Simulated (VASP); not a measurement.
A run of VASP 6.6.1 is set up as follows.

Contents of POSCAR:

```
Sb
1.0
    0.0000000000      2.3553276627      2.3553276627
    2.3553276627      0.0000000000      2.3553276627
    2.3553276627      2.3553276627      0.0000000000
Sb
1
Direct
    0.0000000000      0.0000000000      0.0000000000
```

Contents of INCAR.step1:

```
SYSTEM = Sb
PREC = Accurate
ENCUT = 520
EDIFF = 1E-5
ISMEAR = -1
SIGMA = 0.05
LREAL = .FALSE.
LASPH = .TRUE.
NELM = 60
ALGO = Normal
ISIF = 2
LWAVE = .TRUE.
LCHARG = .FALSE.
NBANDS = 8
GGA = PE
```

INCAR.step2

```
SYSTEM = Sb
PREC = Accurate
ENCUT = 520
EDIFF = 1E-7
ISMEAR = -1
SIGMA = 0.05
LREAL = .FALSE.
LASPH = .TRUE.
NELM = 60
ALGO = Normal
ISIF = 2
LWAVE = .FALSE.
LCHARG = .FALSE.
GGA = PE
LHFCALC = .TRUE.
HFSCREEN = 0.2079
PRECFOCK = Normal
NBANDS = 8
ISTART = 1
```

KPOINTS

```
Automatic mesh
0
G
  6 6 6
  0 0 0
```

Potentials or basis: VASP PAW PBE potentials, release 64 (Sb).

Command:

```console
$ cat potpaw_PBE.64/Sb/POTCAR > POTCAR
$ cp INCAR.step1 INCAR
$ mpirun -np 1 vasp_std > vasp.out
$ cp INCAR.step2 INCAR
$ mpirun -np 1 vasp_std > vasp.out
```

Question: Predict the pressure.

Answer: 0.0 GPa.

Caveat: the k points lie up to 0.39 Å⁻¹ apart; the PAW data sets were made with another functional, which shifts forces and pressure a little.
